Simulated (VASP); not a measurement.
# AlH7 (P1) in VASP: notebook

Runs on AlH7. Level: PBE. Tasks: single point, relaxation of cell and atoms.

Program: VASP 6.6.1. These are calculated values, not measurements. Logs are shortened: lines on timing, memory, paths and dates and some standing lists are left out, and cuts for length are marked.

## (1) The cell of the first run

The typed cell holds 16 atoms: a = 4.684 Å, b = 7.999 Å, c = 8.076 Å, α = 61.08°, β = 84.16°, γ = 83.35°.

## (2) Single point, PBE

Input file INCAR:

```
SYSTEM = AlH7
PREC = Accurate
ENCUT = 520
EDIFF = 1E-6
ISMEAR = 0
SIGMA = 0.02
LREAL = Auto
LASPH = .True.
NELM = 80
ALGO = Normal
ISIF = 2
LWAVE = .False.
LCHARG = .False.
GGA = PE
NBANDS = 24
```

Input file KPOINTS:

```
regular mesh
0
Gamma
  6 4 4
  0 0 0
```

Input file POSCAR:

```
AlH7
1.0
    4.6838835149      0.0675730853      0.0075470412
    0.8119936211      7.9578553986     -0.0522189589
    0.7545568529      3.8945434404      7.0342413135
Al H
2 14
Direct
    0.9608827238      0.9320103695      0.0335606632
    0.4609882819      0.9318658811      0.0332198258
    0.5656047575      0.6384230489      0.6458311871
    0.4864327580      0.5495911504      0.7022894118
    0.0270634959      0.9253403273      0.5550833436
    0.9214850675      0.9845139885      0.4802367239
    0.0520497414      0.3269074498      0.5336559990
    0.1316796874      0.4158081790      0.4786391665
    0.6212345297      0.3845838112      0.1384565056
    0.5068621065      0.3192398307      0.1990710134
    0.2386141314      0.9393487729      0.8656406971
    0.1773123286      0.0919930311      0.0454558256
    0.7050548012      0.0994572638      0.8778989253
    0.2168735504      0.7646474518      0.1888691673
    0.6829050069      0.9241056657      0.2012544296
    0.7449570321      0.7721637782      0.0208371149
```

Potentials or basis: VASP PAW PBE potentials, release 64 (Al, H).

Run with:

```
cat potpaw_PBE.64/Al/POTCAR potpaw_PBE.64/H/POTCAR > POTCAR
mpirun -np 1 vasp_std > vasp.out
```

OUTCAR:

```text
SYSTEM = AlH7
   PREC = Accurate
   ENCUT = 520
   EDIFF = 1E-6
   ISMEAR = 0
   LREAL = Auto
   LASPH = .True.
   NELM = 80
   ISIF = 2
   GGA = PE

 ion  position               nearest neighbor table
   1  0.961  0.932  0.034-  15 1.76  14 1.76  12 1.76  16 1.77  11 1.77  13 1.77   2 2.34   2 2.34

   2  0.461  0.932  0.033-  14 1.76  16 1.76  11 1.76  13 1.76  15 1.77  12 1.77   1 2.34   1 2.34

   3  0.566  0.638  0.646-   4 0.75
   4  0.486  0.550  0.702-   3 0.75
   5  0.027  0.925  0.555-   6 0.75
   6  0.921  0.985  0.480-   5 0.75
   7  0.052  0.327  0.534-   8 0.75
   8  0.132  0.416  0.479-   7 0.75
   9  0.621  0.385  0.138-  10 0.75
  10  0.507  0.319  0.199-   9 0.75
  11  0.239  0.939  0.866-   2 1.76   1 1.77
  12  0.177  0.092  0.045-   1 1.76   2 1.77
  13  0.705  0.099  0.878-   2 1.76   1 1.77
  14  0.217  0.765  0.189-   2 1.76   1 1.76
  15  0.683  0.924  0.201-   1 1.76   2 1.77
  16  0.745  0.772  0.021-   2 1.76   1 1.77

  LATTYP: Found a triclinic cell.
 ALAT       =     7.9993451610
 B/A-ratio  =     1.8869092191
 C/A-ratio  =     1.0095485806
 COS(alpha) =     0.0090923180
 COS(beta)  =     0.4835500128
 COS(gamma) =     0.8371712561

  Lattice vectors:

 A1 = (  -0.8119936211,  -7.9578553986,   0.0522189589)
 A2 = (  -5.5533139042, -12.0887404421,   7.1311321901)
 A3 = (  -0.7545568529,  -3.8945434404,  -7.0342413135)

Analysis of symmetry for initial positions (statically):
=====================================================================
 Subroutine PRICEL returns:
 Original cell was already a primitive cell.

 Routine SETGRP: Setting up the symmetry group for a
 triclinic supercell.

 Subroutine GETGRP returns: Found  1 space group operations
 (whereof  1 operations were pure point group operations)
 out of a pool of  2 trial point group operations.

The static configuration has the point symmetry C_1 .

Analysis of symmetry for dynamics (positions and initial velocities):
=====================================================================
 Subroutine PRICEL returns:
 Original cell was already a primitive cell.

 Routine SETGRP: Setting up the symmetry group for a
 triclinic supercell.

 Subroutine GETGRP returns: Found  1 space group operations
 (whereof  1 operations were pure point group operations)
 out of a pool of  2 trial point group operations.

The dynamic configuration has the point symmetry C_1 .

 Subroutine INISYM returns: Found  1 space group operations
 (whereof  1 operations are pure point group operations),
 and found     1 'primitive' translations

----------------------------------------------------------------------------------------

                                     Primitive cell

  volume of cell :     262.7345

  direct lattice vectors                    reciprocal lattice vectors
     4.683883515  0.067573085  0.007547041     0.213831277 -0.021889635 -0.010818185
     0.811993621  7.957855399 -0.052218959    -0.001697277  0.125380861 -0.069235685
     0.754556853  3.894543440  7.034241313    -0.000242019  0.000954255  0.141659375

  length of vectors
     4.684376998  7.999345161  8.075727553     0.215220827  0.143236941  0.141662796

  position of ions in fractional coordinates (direct lattice)
     0.960882724  0.932010369  0.033560663
     0.460988282  0.931865881  0.033219826
     0.565604757  0.638423049  0.645831187
     0.486432758  0.549591150  0.702289412
     0.027063496  0.925340327  0.555083344
     0.921485068  0.984513988  0.480236724
[... 8 lines left out ...]
     0.682905007  0.924105666  0.201254430
     0.744957032  0.772163778  0.020837115

  ion indices of the primitive-cell ions
   primitive index   ion index
                 1           1
                 2           2
                 3           3
                 4           4
                 5           5
                 6           6
[... 8 lines left out ...]
                15          15
                16          16

----------------------------------------------------------------------------------------

 KPOINTS: regular mesh

Automatic generation of k-mesh.
 Grid dimensions read from file:
 generate k-points for:    6    4    4

 Generating k-lattice:

  Cartesian coordinates                     Fractional coordinates (reciprocal lattice)
     0.035638546 -0.003648272 -0.001803031     0.166666667  0.000000000 -0.000000000
    -0.000424319  0.031345215 -0.017308921     0.000000000  0.250000000  0.000000000
    -0.000060505  0.000238564  0.035414844     0.000000000 -0.000000000  0.250000000

  Length of vectors
     0.035870138  0.035809235  0.035415699

  Shift w.r.t. Gamma in fractional coordinates (k-lattice)
     0.000000000  0.000000000  0.000000000

 Subroutine IBZKPT returns following result:
 ===========================================

 Found     52 irreducible k-points:

 Following reciprocal coordinates:
            Coordinates               Weight
  0.000000  0.000000  0.000000      1.000000
  0.166667 -0.000000 -0.000000      2.000000
  0.333333 -0.000000 -0.000000      2.000000
  0.500000 -0.000000  0.000000      1.000000
  0.000000  0.250000 -0.000000      2.000000
  0.166667  0.250000 -0.000000      2.000000
[... 16 lines left out ...]
  0.333333  0.250000  0.250000      2.000000
  0.500000  0.250000  0.250000      2.000000
 [... further k-points ...]
   k-points           NKPTS =     52   k-points in BZ     NKDIM =     52   number of bands    NBANDS=     24
   number of dos      NEDOS =    301   number of ions     NIONS =     16
   total plane-waves  NPLWV = 129600
   dimension x,y,z NGX =    36 NGY =   60 NGZ =   60
   dimension x,y,z NGXF=    72 NGYF=  120 NGZF=  120
   ions per type =               2  14
   NGX,Y,Z   is equivalent  to a cutoff of  12.78, 12.47, 12.35 a.u.
   NGXF,Y,Z  is equivalent  to a cutoff of  25.55, 24.94, 24.70 a.u.
 SYSTEM =  AlH7
   PREC   = accura    normal or accurate (medium, high low for compatibility)
   ISTART =      0    job   : 0-new  1-cont  2-samecut
   ICHARG =      2    charge: 1-file 2-atom 10-const
   ISPIN  =      1    spin polarized calculation?
   LNONCOLLINEAR =      F non collinear calculations
   LSORBIT =      F    spin-orbit coupling
   LASPH  =      T    aspherical Exc in radial PAW
   ENCUT  =  520.0 eV  38.22 Ry    6.18 a.u.   8.71 14.87 15.02*2*pi/ulx,y,z
   NELM   =     80;   NELMIN=  2; NELMDL= -5     # of ELM steps
   EDIFF  = 0.1E-05   stopping-criterion for ELM
   LREAL  =      T    real-space projection
   EDIFFG = 0.1E-04   stopping-criterion for IOM
   NSW    =      0    number of steps for IOM
   IBRION =     -1    ionic relax: 0-MD 1-quasi-New 2-CG
   NFREE  =      0    steps in history (QN), initial steepest desc. (CG)
   ISIF   =      2    stress and relaxation
   ISYM   =      2    0-nonsym 1-usesym 2-fastsym
   POTIM  = 0.5000    time-step for ionic-motion
   TEBEG  =    0.0;   TEEND  =   0.0 temperature during run
   PSTRESS=    0.0 pullay stress
   NELECT =      20.0000    total number of electrons
   NUPDOWN=      -1.0000    fix difference up-down
   EMIN   =  10.00;   EMAX   =-10.00  energy-range for DOS
   EFERMI =   0.00;   METHOD = LEGACY
   ISMEAR =     0;   SIGMA  =   0.02  broadening in eV -4-tet -1-fermi 0-gaus
   EFERMI_NEDOS =   21; number of points for ismear=-14 and -15
   IALGO  =     38    algorithm
   IMIX   =      4    mixing-type and parameters
     AMIX     =   0.40;   BMIX     =  1.00
     AMIX_MAG =   1.60;   BMIX_MAG =  1.00
  volume/ion in A,a.u.               =      16.42       110.81
  Fermi-wavevector in a.u.,A,eV,Ry     =   0.693818  1.311127  6.549627  0.481384
  Thomas-Fermi vector in A             =   1.776138
   LORBIT       =      0    0 simple, 1 ext, 2 COOP (PROOUT), +10 PAW based schemes
   GGA     = PE    functional components
   LHFCALC =     F    Hartree Fock is set to
   AEXX    =    0.0000 exact exchange contribution
   IVDW    =     0    specifies the selected vdW correction
   LEPSILON=     F    determine dielectric tensor
   LRPA    =     F    only Hartree local field effects (RPA)
 non-spin polarized calculation
 Gauss-broadening in eV      SIGMA  =   0.02
  energy-cutoff  :      520.00
  volume of cell :      262.73
 maximum number of plane-waves:      7096
   NGX = 17   NGY = 29   NGZ = 31

 number of electron      20.0000000 magnetization

 Free energy of the ion-electron system (eV)
  ---------------------------------------------------
  ext. energy  EPLUGINS =         0.00000000
  ---------------------------------------------------
  free energy    TOTEN  =       -53.71644008 eV

  energy without entropy =      -53.71644008  energy(sigma->0) =      -53.71644008

 E-fermi :  -4.0542     XC(G=0):  -5.1767

 val. band max:       -4.1408691174   @ k =   0.0000   0.0000   0.0000
 cond. band min:      -1.5846493467   @ k =   0.0000  -0.0000   0.5000
 fundamental gap:      2.5562197708
 Fermi energy:        -4.0541556857

 k-point     1 :       0.0000    0.0000    0.0000
  band No.  band energies     occupation
      1     -11.9304      2.00000
      2      -8.3436      2.00000
      3      -8.0217      2.00000
      4      -7.9250      2.00000
      5      -7.8231      2.00000
      6      -7.7401      2.00000
[... 14 lines left out ...]
     21       4.8835      0.00000
     22       5.3413      0.00000

 k-point     2 :       0.1667   -0.0000   -0.0000
  band No.  band energies     occupation
      1     -11.7641      2.00000
      2      -8.5028      2.00000
      3      -8.2959      2.00000
      4      -7.9225      2.00000
      5      -7.8092      2.00000
      6      -7.7624      2.00000
[... 14 lines left out ...]
     21       4.8021      0.00000
     22       5.0336      0.00000

 k-point     3 :       0.3333   -0.0000   -0.0000
  band No.  band energies     occupation
      1     -11.2741      2.00000
      2      -9.4980      2.00000
      3      -8.1752      2.00000
      4      -7.9343      2.00000
      5      -7.8248      2.00000
      6      -7.7711      2.00000
[... 14 lines left out ...]
     21       4.5488      0.00000
     22       5.0198      0.00000

 k-point     4 :       0.5000   -0.0000    0.0000
  band No.  band energies     occupation
      1     -10.4961      2.00000
      2     -10.4884      2.00000
      3      -8.0404      2.00000
      4      -8.0152      2.00000
      5      -7.8520      2.00000
      6      -7.7549      2.00000
[... 14 lines left out ...]
     21       4.2842      0.00000
     22       4.4965      0.00000

 k-point     5 :       0.0000    0.2500   -0.0000
  band No.  band energies     occupation
      1     -11.9277      2.00000
      2      -8.3269      2.00000
      3      -8.0546      2.00000
      4      -8.0151      2.00000
      5      -7.8381      2.00000
      6      -7.6825      2.00000
[... 417 lines left out ...]
 k-point    22 :       0.1667    0.2500    0.2500
  band No.  band energies     occupation
      1     -11.7615      2.00000
      2      -8.5015      2.00000
      3      -8.2956      2.00000
      4      -7.9650      2.00000
      5      -7.8963      2.00000
      6      -7.6818      2.00000
[... 14 lines left out ...]
     21       4.7676      0.00000
     22       4.9320      0.00000

 k-point    23 :       0.3333    0.2500    0.2500
  band No.  band energies     occupation
      1     -11.2720      2.00000
      2      -9.4939      2.00000
      3      -8.1790      2.00000
      4      -7.9545      2.00000
      5      -7.8746      2.00000
      6      -7.7343      2.00000
[... 14 lines left out ...]
     21       4.4046      0.00000
     22       5.0507      0.00000

 k-point    24 :       0.5000    0.2500    0.2500
  band No.  band energies     occupation
      1     -10.4931      2.00000
      2     -10.4855      2.00000
      3      -8.0582      2.00000
      4      -8.0193      2.00000
      5      -7.8605      2.00000
      6      -7.7591      2.00000
[... 14 lines left out ...]
     21       4.1973      0.00000
     22       4.4017      0.00000

 [... further k-points ...]

 [bands above 22 left out]

------------------------ aborting loop because EDIFF is reached ----------------------------------------

  FORCE on cell =-STRESS in cart. coord.  units (eV):
  Direction    XX          YY          ZZ          XY          YZ          ZX
  --------------------------------------------------------------------------------------
  -------------------------------------------------------------------------------------
  Total       -0.2817914     -0.1892375     -0.1887957      0.0083821      0.0040408      0.0096702
  in kB       -1.7183884     -1.1539868     -1.1512922      0.0511149      0.0246414      0.0589700
  external PRESSURE =      -1.3412225 kB  Pullay stress =       0.0000000 kB

 VOLUME and BASIS-vectors are now :
 -----------------------------------------------------------------------------
  energy-cutoff  :      520.00
  volume of cell :      262.73
      direct lattice vectors                 reciprocal lattice vectors
     4.683883515  0.067573085  0.007547041     0.213831277 -0.021889635 -0.010818185
     0.811993621  7.957855399 -0.052218959    -0.001697277  0.125380861 -0.069235685
     0.754556853  3.894543440  7.034241313    -0.000242019  0.000954255  0.141659375

 POSITION                                       TOTAL-FORCE (eV/Angst)
 -----------------------------------------------------------------------------------
      5.28277      7.61244      0.19466         0.001572      0.000134     -0.000044
      2.94095      7.57618      0.18849         0.000323      0.000323     -0.001849
      3.65494      7.63392      4.51386        -0.005161     -0.006695      0.004962
      3.25458      7.14153      4.91505         0.004206      0.007141     -0.004827
      1.29697      9.52735      3.85647        -0.002843      0.001014     -0.002834
      5.47791      9.76719      3.33365         0.002444     -0.000861      0.002553
[... 8 lines left out ...]
      4.10087      8.18384      1.37257         0.000169     -0.001128     -0.004650
      4.13201      6.27626      0.11187         0.000667      0.002679      0.000701
 -----------------------------------------------------------------------------------
    total drift:                                0.001319      0.002079      0.000571

  FREE ENERGIE OF THE ION-ELECTRON SYSTEM (eV)
  ---------------------------------------------------
  free  energy   TOTEN  =       -53.7164400778 eV

  energy  without entropy=      -53.7164400778  energy(sigma->0) =      -53.71644008
```

Run time: 2.6 min. Hardware: 1 thread of Intel Xeon 6975P-C (Granite Rapids), shared host; peak memory 0.44 GiB.

What came out:

```
Free energy            : -53.7164 eV
Pressure               : -0.1 GPa
Largest force          : 0.017 eV/Å
Band gap on the k mesh : 2.56 eV
```

Forces on the atoms (eV/Å):
```
Al   0.002  0.000  0.000
Al   0.000  0.000 -0.002
H   -0.005 -0.007  0.005
H    0.004  0.007 -0.005
H   -0.003  0.001 -0.003
H    0.002 -0.001  0.003
H    0.008  0.012 -0.009
H   -0.009 -0.012  0.009
H   -0.007 -0.004  0.006
H    0.007  0.004 -0.006
H    0.000  0.001  0.004
H    0.000 -0.004  0.001
H    0.000 -0.003  0.005
H   -0.001  0.003 -0.004
H    0.000 -0.001 -0.005
H    0.001  0.003  0.001
```

[end of part 1 of 2]
